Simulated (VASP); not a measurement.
# Nb3Si2O (P-6m2) in VASP: relaxation of cell and atoms with PBE

Aim: the relaxation of cell and atoms of Nb3Si2O with PBE.

Program: VASP 6.6.1. These are calculated values, not measurements. Logs are shortened: lines on timing, memory, paths and dates and some standing lists are left out, and cuts for length are marked.

### Step 1. The cell of the first run

Symmetry: P-6m2, No. 187, hexagonal system. The conventional cell has a = 2.999 Å, b = 2.999 Å, c = 12.137 Å, α = 90.00°, β = 90.00°, γ = 120.00°. Nb (site symmetry -6m2) has 6 Si at 2.66 Å and 6 Nb at 3.00 Å within 3.5 Å. Within 2.5 Å of Nb (site symmetry 3m) lie 1 O at 1.90 Å. Si (site symmetry 3m) has 6 Nb at 2.66 to 2.75 Å and 6 Si at 3.00 Å within 3.5 Å. O (site symmetry -6m2) has 2 Nb at 1.90 Å within 2.5 Å.

The cell was generated, and may not be a known phase.

### Step 2. Relaxation of cell and atoms, PBE

The input, INCAR:

```
PREC = Accurate
ENCUT = 600
EDIFF = 1E-6
ISMEAR = 0
SIGMA = 0.1
LREAL = False
LASPH = True
NELM = 60
ALGO = Normal
ISIF = 3
LWAVE = False
LCHARG = False
GGA = PE
IBRION = 2
NSW = 100
EDIFFG = -0.01
```

The input, KPOINTS:

```
regular mesh
0
Gamma
  12 12 4
```

The input, POSCAR:

```
Nb3Si2O
1.0
    2.9991664033      0.0000000000      0.0000000000
   -1.4995832017      2.5973542954      0.0000000000
    0.0000000000      0.0000000000     12.1366138032
Nb Si O
3 2 1
Direct
    0.0000000000      0.0000000000      0.5000000000
    0.0000000000      0.0000000000      0.1568840924
    0.0000000000      0.0000000000      0.8431159076
    0.3333333333      0.6666666667      0.3333403668
    0.3333333333      0.6666666667      0.6666596332
    0.0000000000      0.0000000000      0.0000000000
```

Potentials or basis: VASP PAW PBE potentials, release 64 (Nb_sv, Si, O).

Command:

```console
$ cat potpaw_PBE.64/Nb_sv/POTCAR potpaw_PBE.64/Si/POTCAR potpaw_PBE.64/O/POTCAR > POTCAR
$ mpirun -np 1 vasp_std > vasp.out
```

OUTCAR:

```text
PREC = Accurate
   ENCUT = 600
   EDIFF = 1E-6
   ISMEAR = 0
   LREAL = False
   LASPH = True
   NELM = 60
   ISIF = 3
   GGA = PE
   IBRION = 2
   NSW = 100
   EDIFFG = -0.01

 ion  position               nearest neighbor table
   1  0.000  0.000  0.500-   4 2.66   5 2.66   4 2.66   5 2.66   4 2.66   5 2.66
   2  0.000  0.000  0.157-   6 1.90   4 2.75   4 2.75   4 2.75
   3  0.000  0.000  0.843-   6 1.90   5 2.75   5 2.75   5 2.75
   4  0.333  0.667  0.333-   1 2.66   1 2.66   1 2.66   2 2.75   2 2.75   2 2.75
   5  0.333  0.667  0.667-   1 2.66   1 2.66   1 2.66   3 2.75   3 2.75   3 2.75
   6  0.000  0.000  0.000-   2 1.90   3 1.90

  LATTYP: Found a hexagonal cell.
 ALAT       =     2.9991664033
 C/A-ratio  =     4.0466623625

  Lattice vectors:

 A1 = (   2.9991664033,   0.0000000000,   0.0000000000)
 A2 = (  -1.4995832017,   2.5973542954,   0.0000000000)
 A3 = (   0.0000000000,   0.0000000000,  12.1366138032)

Analysis of symmetry for initial positions (statically):
=====================================================================
 Subroutine PRICEL returns:
 Original cell was already a primitive cell.

 Routine SETGRP: Setting up the symmetry group for a
 hexagonal supercell.

 Subroutine GETGRP returns: Found 12 space group operations
 (whereof 12 operations were pure point group operations)
 out of a pool of 24 trial point group operations.

The static configuration has the point symmetry D_3h.

Analysis of symmetry for dynamics (positions and initial velocities):
=====================================================================
 Subroutine PRICEL returns:
 Original cell was already a primitive cell.

 Routine SETGRP: Setting up the symmetry group for a
 hexagonal supercell.

 Subroutine GETGRP returns: Found 12 space group operations
 (whereof 12 operations were pure point group operations)
 out of a pool of 24 trial point group operations.

The dynamic configuration has the point symmetry D_3h.

 Subroutine INISYM returns: Found 12 space group operations
 (whereof 12 operations are pure point group operations),
 and found     1 'primitive' translations

----------------------------------------------------------------------------------------

                                     Primitive cell

  volume of cell :      94.5430

  direct lattice vectors                    reciprocal lattice vectors
     2.999166403  0.000000000  0.000000000     0.333425981  0.192503580  0.000000000
    -1.499583202  2.597354295  0.000000000     0.000000000  0.385007160  0.000000000
[... 105 lines left out ...]
   NUPDOWN=      -1.0000    fix difference up-down
   EMIN   =  10.00;   EMAX   =-10.00  energy-range for DOS
   EFERMI =   0.00;   METHOD = LEGACY
   ISMEAR =     0;   SIGMA  =   0.10  broadening in eV -4-tet -1-fermi 0-gaus
   EFERMI_NEDOS =   21; number of points for ismear=-14 and -15
   IALGO  =     38    algorithm
   IMIX   =      4    mixing-type and parameters
     AMIX     =   0.40;   BMIX     =  1.00
     AMIX_MAG =   1.60;   BMIX_MAG =  1.00
  volume/ion in A,a.u.               =      15.76       106.33
  Fermi-wavevector in a.u.,A,eV,Ry     =   1.349865  2.550875 24.791661  1.822136
  Thomas-Fermi vector in A             =   2.477417
   LORBIT       =      0    0 simple, 1 ext, 2 COOP (PROOUT), +10 PAW based schemes
   GGA     = PE    functional components
   LHFCALC =     F    Hartree Fock is set to
   AEXX    =    0.0000 exact exchange contribution
   IVDW    =     0    specifies the selected vdW correction
   LEPSILON=     F    determine dielectric tensor
   LRPA    =     F    only Hartree local field effects (RPA)
 conjugate gradient relaxation of ions
 non-spin polarized calculation
 Gauss-broadening in eV      SIGMA  =   0.10
  energy-cutoff  :      600.00
  volume of cell :       94.54
 maximum number of plane-waves:      3204
 NGX is ok and might be reduce to    24
   NGX = 11   NGY = 11   NGZ = 49

--------------------------------------- Ionic step        1  -------------------------------------------

 number of electron      52.9999997 magnetization

 Free energy of the ion-electron system (eV)
  ---------------------------------------------------
  ext. energy  EPLUGINS =         0.00000000
  ---------------------------------------------------
  free energy    TOTEN  =       -50.29024217 eV

  energy without entropy =      -50.26946870  energy(sigma->0) =      -50.27985543

------------------------ aborting loop because EDIFF is reached ----------------------------------------

  FORCE on cell =-STRESS in cart. coord.  units (eV):
  Direction    XX          YY          ZZ          XY          YZ          ZX
  --------------------------------------------------------------------------------------
  -------------------------------------------------------------------------------------
  Total        0.2252219      0.2252219     -0.3310738     -0.0000000     -0.0000000      0.0000000
  in kB        3.8167349      3.8167349     -5.6105587     -0.0000000     -0.0000000      0.0000000
  external PRESSURE =       0.6743037 kB  Pullay stress =       0.0000000 kB
[... 267 lines left out ...]
--------------------------------------- Ionic step        8  -------------------------------------------

 number of electron      52.9999999 magnetization

 Free energy of the ion-electron system (eV)
  ---------------------------------------------------
  ext. energy  EPLUGINS =         0.00000000
  ---------------------------------------------------
  free energy    TOTEN  =       -50.29224085 eV

  energy without entropy =      -50.27215978  energy(sigma->0) =      -50.28220032

 E-fermi :   9.9006     XC(G=0): -11.6840

 val. band max:        9.8921412604   @ k =   0.2500   0.2500   0.0000
 cond. band min:       9.9026812078   @ k =   0.4167   0.1667   0.0000
 fundamental gap:      0.0105399474
 Fermi energy:         9.9005791568

 k-point     1 :       0.0000    0.0000    0.0000
  band No.  band energies     occupation
      1     -45.3799      2.00000
      2     -45.3768      2.00000
      3     -44.8305      2.00000
      4     -21.9366      2.00000
      5     -21.7663      2.00000
      6     -21.0810      2.00000
[... 805 lines left out ...]
     30      11.6646      0.00000
     31      11.8211      0.00000

 [... further k-points ...]

------------------------ aborting loop because EDIFF is reached ----------------------------------------

  FORCE on cell =-STRESS in cart. coord.  units (eV):
  Direction    XX          YY          ZZ          XY          YZ          ZX
  --------------------------------------------------------------------------------------
  -------------------------------------------------------------------------------------
  Total        0.0170517      0.0170517      0.0469778     -0.0000000      0.0000000      0.0000000
  in kB        0.2883959      0.2883959      0.7945363     -0.0000000      0.0000000      0.0000000
  external PRESSURE =       0.4571094 kB  Pullay stress =       0.0000000 kB
[... 21 lines left out ...]
  FREE ENERGIE OF THE ION-ELECTRON SYSTEM (eV)
  ---------------------------------------------------
  free  energy   TOTEN  =       -50.2922408548 eV

  energy  without entropy=      -50.2721597774  energy(sigma->0) =      -50.28220032

 reached required accuracy - stopping structural energy minimisation
```

CONTCAR:

```text
Nb3Si2O
   1.00000000000000
     3.0081319657105046   -0.0000000000001727    0.0000000000000000
    -1.5040659829055512    2.6051187002064879   -0.0000000000000000
     0.0000000000000000    0.0000000000000000   12.0883040072676948
  Nb              Si              O
     3     2     1
Direct
     0.0000000000000000    0.0000000000000000    0.5000000000000000
     1.0000000000000000    0.0000000000000000    0.1575799064075852
     0.0000000000000000    1.0000000000000000    0.8424200935924149
     0.3333333332999970    0.6666666667000030    0.3335332359054988
     0.3333333332999970    0.6666666667000030    0.6664667640945012
     0.0000000000000000    0.0000000000000000    1.0000000000000000

  0.00000000E+00  0.00000000E+00  0.00000000E+00
  0.00000000E+00  0.00000000E+00  0.00000000E+00
  0.00000000E+00  0.00000000E+00  0.00000000E+00
  0.00000000E+00  0.00000000E+00  0.00000000E+00
  0.00000000E+00  0.00000000E+00  0.00000000E+00
  0.00000000E+00  0.00000000E+00  0.00000000E+00
```

It took 15 min on 1 thread of Intel Xeon 8259CL, shared host; peak memory 0.36 GiB.

What came out:

```
Free energy                           : -50.2922 eV
Relaxed volume                        : 15.79 Å³/atom
Relaxed cell                          : a = 3.008 Å, b = 3.008 Å, c = 12.088 Å, α = 90.00°, β = 90.00°, γ = 120.00°
Space group after relaxing (to 0.1 Å) : P-6m2 (No. 187)
Energy gained by relaxing             : 0.3 meV/atom
Ionic steps                           : 8
Pressure after relaxing               : 0.0 GPa
Largest force after relaxing          : 0.008 eV/Å
Band gap on the k mesh                : zero (an odd number of electrons rules out a gap without spin polarisation)
```

Forces on the atoms (eV/Å):
```
Nb   0.000  0.000  0.000
Nb   0.000  0.000  0.008
Nb   0.000  0.000 -0.008
Si   0.000  0.000  0.001
Si   0.000  0.000 -0.001
O    0.000  0.000  0.000
```

The path:
| step | energy change (eV) | largest force (eV/Å) | pressure (GPa) | volume (Å³) |
| --- | --- | --- | --- | --- |
| 1 | 0.0000 | 0.0757 | 0.07 | 94.54 |
| 2 | -0.0015 | 0.0784 | 0.15 | 94.63 |
| 3 | -0.0016 | 0.0796 | 0.16 | 94.66 |
| 4 | -0.0013 | 0.1055 | -0.46 | 94.93 |
| 5 | -0.0018 | 0.0336 | -0.09 | 94.76 |
| 6 | -0.0020 | 0.0192 | 0.02 | 94.70 |
| 7 | -0.0020 | 0.0148 | 0.04 | 94.69 |
| 8 | -0.0020 | 0.0075 | 0.05 | 94.73 |

Final structure:
```cif
data_structure
_symmetry_space_group_name_H-M 'P 1'
_symmetry_Int_Tables_number 1
_cell_length_a 3.0081
_cell_length_b 3.0081
_cell_length_c 12.0883
_cell_angle_alpha 90.000
_cell_angle_beta 90.000
_cell_angle_gamma 120.000
_cell_volume 94.73
loop_
_atom_site_label
_atom_site_type_symbol
_atom_site_fract_x
_atom_site_fract_y
_atom_site_fract_z
_atom_site_occupancy
Nb1 Nb 0.00000 0.00000 0.50000 1
Nb2 Nb 0.00000 0.00000 0.15758 1
Nb3 Nb 0.00000 0.00000 0.84242 1
Si1 Si 0.33333 0.66667 0.33353 1
Si2 Si 0.33333 0.66667 0.66647 1
O1 O 0.00000 0.00000 0.00000 1
```

Levels at points of the mesh, in eV from the Fermi level:
```tsv
k point	band 23	band 24	band 25	band 26	band 27	band 28	band 29	band 30
(0.00, 0.00, 0.00)	-1.06	-0.12	-0.12	-0.02	-0.02	0.04	0.04	1.64
(0.50, 0.00, 0.00)	-2.81	-2.59	-1.14	-0.20	0.98	1.18	1.24	1.45
(0.00, 0.00, 0.50)	-0.80	-0.10	-0.10	-0.05	-0.05	0.06	0.06	1.76
(0.50, 0.00, 0.50)	-2.66	-2.54	-1.65	-0.07	0.62	1.26	2.00	2.06
```

Caveat: an odd number of electrons without spin polarisation forces a metal; a magnetic or distorted state may lie lower.
